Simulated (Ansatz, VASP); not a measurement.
# YP: VASP beside Ansatz

The input INCAR:

```
SYSTEM = YP
PREC = Accurate
ENCUT = 500
EDIFF = 1E-6
ISMEAR = 0
SIGMA = 0.05
LREAL = .FALSE.
LASPH = .TRUE.
NELM = 120
ALGO = Normal
ISIF = 2
LWAVE = .FALSE.
LCHARG = .TRUE.
GGA = CA
LELF = .TRUE.
LVHAR = .TRUE.
NBANDS = 15
GGA_COMPAT = .FALSE.
```

The input KPOINTS:

```
regular mesh
0
G
  6 6 6
  0 0 0
```

The input POSCAR:

```
YP
1.0
    3.4554413611      0.0000000000      0.0000000000
    0.0000000000      3.4554413611      0.0000000000
    0.0000000000      0.0000000000      3.4554413611
Y P
1 1
Direct
    0.0000000000      0.0000000000      0.0000000000
    0.5000000000      0.5000000000      0.5000000000
```

Input for Ansatz:

```yaml
crystal:
  lattice:
    - [3.4554413611, 0.0, 0.0]
    - [0.0, 3.4554413611, 0.0]
    - [0.0, 0.0, 3.4554413611]
  atoms:
    - { symbol: "Y", position: [0.0, 0.0, 0.0] }
    - { symbol: P, position: [0.5, 0.5, 0.5] }
basis:
  ecutwfc: 420
kpoints:
  mp_grid: { grid: [6, 6, 6] }
hamiltonian:
  xc: lda
scf:
  occupations: { method: gaussian, width: 0.05 }
output:
  forces: true
  stress: true
  eigenvalues: true
```

Alike in both runs: task single point; functional LDA; k mesh 6 × 6 × 6; occupations gaussian, width 0.05 eV; no spin polarisation.

```csv
,VASP,Ansatz
version,VASP 6.6.1,Ansatz 0.2.0
potentials or method,"VASP PAW LDA potentials, release 64 (Y_sv, P), cutoff 500 eV","scalar-relativistic, plane waves, PAW"
valence electrons in the cell,16,16
```

```tsv
	VASP	Ansatz	Ansatz less VASP
gap on the k mesh at the Fermi level (eV)	none	none	-
pressure (GPa)	-4.1	-4.1	-0.01
```

LDA's correlation is that of Perdew and Zunger in VASP and of Perdew and Wang (1992) in Ansatz. A gap of «none» marks a metal or a gap that the smearing closes.
